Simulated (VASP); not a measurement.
Sr3Ir: single point with PBE

Sr3Ir:

```xyz
4
Lattice="5.0138 0.0000 0.0000 0.0000 5.0138 0.0000 0.0000 0.0000 5.0138" Properties=species:S:1:pos:R:3 pbc="T T T"
Sr    0.0000    2.5069    2.5069
Sr    2.5069    0.0000    2.5069
Sr    2.5069    2.5069    0.0000
Ir    0.0000    0.0000    0.0000
```

* Program: VASP 6.6.1
* Task: single point
* Functional: PBE
* Potentials or basis: VASP PAW PBE potentials, release 64 (Sr_sv, Ir)
* Cutoff: 520 eV
* k mesh: 4 × 4 × 4
* Occupations: gaussian, width 0.1 eV
* Spin: no spin polarisation

```yaml
Pressure: 0.2 GPa
Band_gap_on_the_k_mesh: zero (an odd number of electrons rules out a gap without spin polarisation)
```

Levels at points of the mesh, in eV from the Fermi level:
| k point | band 16 | band 17 | band 18 | band 19 | band 20 | band 21 | band 22 | band 23 |
| --- | --- | --- | --- | --- | --- | --- | --- | --- |
| (0.00, 0.00, 0.00) | -2.04 | -1.58 | -1.58 | -1.58 | 1.41 | 1.41 | 1.41 | 2.11 |
| (0.50, 0.00, 0.00) | -1.37 | -1.15 | -1.15 | -0.92 | -0.47 | 0.88 | 0.88 | 1.08 |
| (0.50, 0.50, 0.00) | -1.16 | -1.16 | -0.88 | -0.88 | -0.81 | 0.02 | 0.69 | 1.41 |
| (0.50, 0.50, 0.50) | -2.00 | -0.93 | -0.93 | 0.64 | 0.64 | 0.64 | 1.17 | 1.17 |

Wall time 32 s on 1 thread of Intel(R) Xeon(R) 6975P-C (Granite Rapids), on a shared host, peak memory 0.24 GiB.

Caveat: spin-orbit coupling is left out, which moves the levels of the heavy elements.
